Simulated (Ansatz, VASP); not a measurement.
## PbO2 in VASP and in Ansatz

The input INCAR:

```
SYSTEM = PbO2
PREC     = Accurate       ! precision mode
ENCUT    = 520            ! plane-wave cutoff, eV
EDIFF    = 1E-6           ! SCF threshold, eV
ISMEAR   = 0              ! smearing method
SIGMA    = 0.1            ! smearing width, eV
LREAL    = .False.        ! projectors in reciprocal space
LASPH    = .True.         ! aspherical terms in the spheres
NELM     = 60             ! most SCF steps
ALGO     = Normal         ! electronic algorithm
ISIF     = 2              ! what is computed and relaxed
LWAVE    = .False.        ! write WAVECAR
LCHARG   = .False.        ! write CHGCAR
GGA      = PS             ! functional
NBANDS   = 35             ! bands
```

The input KPOINTS:

```
regular mesh
0
Gamma
  8 8 10
  0 0 0
```

POSCAR

```
PbO2
1.0
    4.9981687344      0.0000000000      0.0000000000
    0.0000000000      4.9981687344      0.0000000000
    0.0000000000      0.0000000000      3.4118054259
Pb O
2 4
Direct
    0.0000000000      0.0000000000      0.0000000000
    0.5000000000      0.5000000000      0.5000000000
    0.3076319895      0.3076319895      0.0000000000
    0.1923680105      0.8076319895      0.5000000000
    0.8076319895      0.1923680105      0.5000000000
    0.6923680105      0.6923680105      0.0000000000
```

Input for Ansatz:

```yaml
crystal:
  lattice:
    - [4.9981687344, 0.0, 0.0]
    - [0.0, 4.9981687344, 0.0]
    - [0.0, 0.0, 3.4118054259]
  atoms:
    - { symbol: Pb, position: [0.0, 0.0, 0.0] }
    - { symbol: Pb, position: [0.5, 0.5, 0.5] }
    - { symbol: O, position: [0.3076319895, 0.3076319895, 0.0] }
    - { symbol: O, position: [0.1923680105, 0.8076319895, 0.5] }
    - { symbol: O, position: [0.8076319895, 0.1923680105, 0.5] }
    - { symbol: O, position: [0.6923680105, 0.6923680105, 0.0] }
basis:
  ecutwfc: 600.0
kpoints:
  mp_grid: { grid: [8, 8, 10] }
hamiltonian:
  xc: pbesol
  pseudopotentials: { kind: paw, azcp: { folder: soft_1 } }
scf:
  occupations: { method: gaussian, width: 0.1 }
output:
  forces: true
  stress: true
  eigenvalues: true
```

Alike in both runs: task single point; functional PBEsol; k mesh 8 × 8 × 10; occupations gaussian, width 0.1 eV; no spin polarisation.

```csv
,VASP,Ansatz
version,VASP 6.6.1,Ansatz 0.2.0
potentials or method,"VASP PAW PBE potentials, release 64 (Pb_d, O), cutoff 520 eV","scalar-relativistic, plane waves, PAW"
valence electrons in the cell,52,52
```

VASP gave:

| Property | Result |
| --- | --- |
| gap on the k mesh at the Fermi level (eV) | none |
| pressure (GPa) | 0.2 |
| traceless stress, the component that is largest in VASP (GPa) | 0.10 |
| rms of the force components (eV/Å) | 0.005 |

**Question.** Estimate Ansatz's values.

**Answer.** gap on the k mesh at the Fermi level (eV): none; pressure (GPa): 0.0; traceless stress, the component that is largest in VASP (GPa): -0.01; rms of the force components (eV/Å): 0.000.

VASP's potentials were made for PBE, not for PBEsol, and Ansatz warns of the same on its side. Atom by atom the forces differ by 0.005 eV/Å (rms over components). A gap of «none» marks a metal or a gap that the smearing closes. The functional is the same, so the differences come from potentials, cutoffs and numerics.

Spin-orbit coupling is off throughout.
